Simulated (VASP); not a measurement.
Input of a VASP 6.6.1 run:

File POSCAR:

```
GaN
1.0
    0.0000000000      2.2383759866      2.2383759866
    2.2383759866      0.0000000000      2.2383759866
    2.2383759866      2.2383759866      0.0000000000
Ga N
1 1
Direct
    0.0000000000      0.0000000000      0.0000000000
    0.2500000000      0.2500000000      0.2500000000
```

Contents of INCAR.step1:

```
SYSTEM = GaN
PREC = Accurate
ENCUT = 520
ISMEAR = -1
SIGMA = 0.05
LREAL = .FALSE.
LASPH = .TRUE.
NELM = 80
NBANDS = 16
GGA = PE
ALGO = Normal
EDIFF = 1E-4
LWAVE = .TRUE.
LCHARG = .FALSE.
```

Contents of INCAR.step2:

```
SYSTEM = GaN
PREC = Accurate
ENCUT = 520
EDIFF = 1E-7
ISMEAR = -1
SIGMA = 0.05
LREAL = .FALSE.
LASPH = .TRUE.
NELM = 80
ALGO = Normal
ISIF = 2
LWAVE = .FALSE.
LCHARG = .TRUE.
METAGGA = R2SCAN
LMIXTAU = .TRUE.
IVDW = 13
VDW_S6 = 1.0
VDW_S8 = 0.6018749
VDW_A1 = 0.51559235
VDW_A2 = 5.77342911
LELF = .TRUE.
LVHAR = .TRUE.
NBANDS = 16
ISTART = 1
```

Contents of KPOINTS:

```
Automatic mesh
0
G
  10 10 10
  0 0 0
```

Potentials or basis: VASP PAW PBE potentials, release 64 (Ga_d, N).

Launch:

```bash
$ cat potpaw_PBE.64/Ga_d/POTCAR potpaw_PBE.64/N/POTCAR > POTCAR
$ cp INCAR.step1 INCAR
$ mpirun -np 1 vasp_std > vasp.out
$ cp INCAR.step2 INCAR
$ mpirun -np 1 vasp_std > vasp.out
```

(1) What does it give for the dispersion energy per atom?

(2) Predict the band gap on the k mesh.

(3) Predict the pressure.

Results:

(1) -0.148 eV.

(2) 2.25 eV.

(3) 2.0 GPa.

Caveat: the PAW data sets were made with another functional, which shifts forces and pressure a little.
